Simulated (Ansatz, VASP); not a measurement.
## LiCl in VASP and in Ansatz

The input INCAR:

```
PREC = Accurate
ENCUT = 520
EDIFF = 1E-7
ISMEAR = 0
SIGMA = 0.05
LREAL = False
LASPH = True
NELM = 100
ALGO = Normal
ISIF = 2
LWAVE = False
LCHARG = True
LELF = True
LVHAR = True
NBANDS = 12
```

Contents of KPOINTS:

```
Automatic mesh
0
Gamma
  8 8 8
```

The input POSCAR:

```
LiCl
1.0
    0.0000000000      2.6288790000      2.5006410000
    2.6288790000      0.0000000000      2.5006410000
    2.6288790000      2.6288790000      0.0000000000
Li Cl
1 1
Direct
    0.0000000000      0.0000000000      0.0000000000
    0.5000000000      0.5000000000      0.5000000000
```

Input for Ansatz:

```yaml
crystal:
  lattice:
    - [0.0, 2.628879, 2.500641]
    - [2.628879, 0.0, 2.500641]
    - [2.628879, 2.628879, 0.0]
  atoms:
    - { symbol: Li, position: [0.0, 0.0, 0.0] }
    - { symbol: Cl, position: [0.5, 0.5, 0.5] }
basis:
  ecutwfc: 420
kpoints:
  mp_grid: { grid: [8, 8, 8] }
hamiltonian:
  xc: lda
scf:
  occupations: { method: gaussian, width: 0.05 }
output:
  forces: true
  stress: true
  eigenvalues: true
```

Change from the starting cell: strain +0.025 along x and y, -0.025 along z, atoms carried along.

Alike in both runs: task single point; functional LDA; k mesh 8 × 8 × 8; occupations gaussian, width 0.05 eV; no spin polarisation.

|  | VASP | Ansatz |
| --- | --- | --- |
| version | VASP 6.6.1 | Ansatz 0.2.0 |
| potentials or method | VASP PAW LDA potentials, release 64 (Li_sv, Cl), cutoff 520 eV | scalar-relativistic, plane waves, PAW |
| valence electrons in the cell | 10 | 10 |

|  | VASP | Ansatz | Ansatz less VASP |
| --- | --- | --- | --- |
| gap on the k mesh at the Fermi level (eV) | 5.82 | 5.80 | -0.018 |
| least direct gap on the mesh (eV) | 5.82 | 5.80 | -0.018 |

LDA's correlation is that of Perdew and Zunger in VASP and of Perdew and Wang (1992) in Ansatz.

Noted on VASP's run: the cutoff is short for stress, so the pressure is rough.
